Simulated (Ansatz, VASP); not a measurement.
# One calculation of Si3Ag, two programs

```xyz
4
Lattice="0.0000 3.1952 3.1952 3.1952 0.0000 3.1952 3.1952 3.1952 0.0000" Properties=species:S:1:pos:R:3 pbc="T T T"
Si    3.1952    3.1952    3.1952
Si    1.5976    1.5976    1.5976
Si    4.7928    4.7928    4.7928
Ag    0.0000    0.0000    0.0000
```

Change from the starting cell: species swapped into the Li3Pb type (Fm-3m, No. 225).

Alike in both runs: task relaxation of cell and atoms; functional PBE; k mesh 12 × 12 × 12; occupations gaussian, width 0.1 eV; no spin polarisation.

```csv
,VASP,Ansatz
version,VASP 6.6.1,Ansatz 0.2.0
potentials or method,"VASP PAW PBE potentials, release 64 (Si, Ag), cutoff 600 eV","scalar-relativistic, plane waves, PAW"
valence electrons in the cell,23,31
```

|  | VASP | Ansatz | Ansatz less VASP |
| --- | --- | --- | --- |
| gap on the k mesh at the Fermi level, each at its own relaxed structure (eV) | none | none | - |
| relaxed volume (Å³/atom) | 16.28 | 16.28 | 0.000 |
| relaxed cell length with the largest relative difference (Å) | 4.516 | 4.516 | 0.0000 |

A gap of «none» marks a metal or a gap that the smearing closes. VASP's potentials hold 23 valence electrons a cell and Ansatz's 31, so a difference there can come from the potentials and not from the codes.
